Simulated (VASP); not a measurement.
A run of VASP 6.6.1:

Contents of INCAR:

```
PREC = Accurate
ENCUT = 520
EDIFF = 1E-6
ISMEAR = 0
SIGMA = 0.05
LREAL = F
LASPH = T
NELM = 150
ALGO = Normal
ISIF = 2
LWAVE = F
LCHARG = F
ISPIN = 2
MAGMOM = 0 0 0 0
LORBIT = 11
LMAXMIX = 4
LDAU = T
LDAUTYPE = 2
LDAUL = 2 -1 -1
LDAUU = 3.3 0 0
LDAUJ = 0 0 0
LDAUPRINT = 1
GGA = RE
IVDW = 12
NBANDS = 28
```

KPOINTS

```
regular mesh
0
Gamma
  10 10 10
```

The input POSCAR:

```
CoPdO2
1.0
    1.3936787656      0.8046408105      5.8966548783
   -1.3936787656      0.8046408105      5.8966548783
    0.0000000000     -1.6092816209      5.8966548783
Co Pd O
1 1 2
Direct
    0.5000000000      0.5000000000      0.5000000000
    0.0000000000      0.0000000000      0.0000000000
    0.1113360691      0.1113360691      0.1113360691
    0.8886639309      0.8886639309      0.8886639309
```

Potentials or basis: VASP PAW PBE potentials, release 64 (Co, Pd, O).

The run is started by

```sh
$ cat potpaw_PBE.64/Co/POTCAR potpaw_PBE.64/Pd/POTCAR potpaw_PBE.64/O/POTCAR > POTCAR
$ mpirun -np 1 vasp_std > vasp.out
```

Hardware: 1 thread of Intel Xeon 8259CL, with other jobs on the host.

Q: How long does it take, and how much memory?

A: Run time: 19 min on 1 thread of Intel Xeon 8259CL (shared host), peak memory 0.55 GiB. Counts: scf iterations 17, k points 116.
